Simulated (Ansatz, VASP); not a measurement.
# Al2O3: VASP beside Ansatz

```xyz
5
Lattice="2.8672 0.0000 0.0000 -1.4336 2.4831 0.0000 0.0000 0.0000 7.2958" Properties=species:S:1:pos:R:3 pbc="T T T"
Al    0.0000    0.0000    1.3918
Al    0.0000    0.0000    5.9040
O     0.0000    1.6554    2.0728
O     1.4336    0.8277    0.0000
O     0.0000    1.6554    5.2229
```

Alike in both runs: functional PBE; dispersion D3(BJ); k mesh 9 × 9 × 4; occupations gaussian, width 0.02 eV; no spin polarisation.

Ansatz relaxed the structure, and its values are those at the end. VASP's run is a single point on that final structure, the one shown.

```csv
,VASP,Ansatz
version,VASP 6.6.1,Ansatz 0.2.0
potentials or method,"VASP PAW PBE potentials, release 64 (Al, O), cutoff 520 eV","scalar-relativistic, plane waves, PAW"
valence electrons in the cell,24,24
```

VASP gave:

| Quantity | Value |
| --- | --- |
| gap on the k mesh at the Fermi level (eV) | 4.55 |
| least direct gap on the mesh (eV) | 4.67 |
| pressure (GPa) | 0.0 |
| rms of the force components (eV/Å) | 0.017 |

Problem. Which values does Ansatz return?

Solution. gap on the k mesh at the Fermi level (eV): 4.58; least direct gap on the mesh (eV): 4.69; pressure (GPa): 0.0; rms of the force components (eV/Å): 0.000.
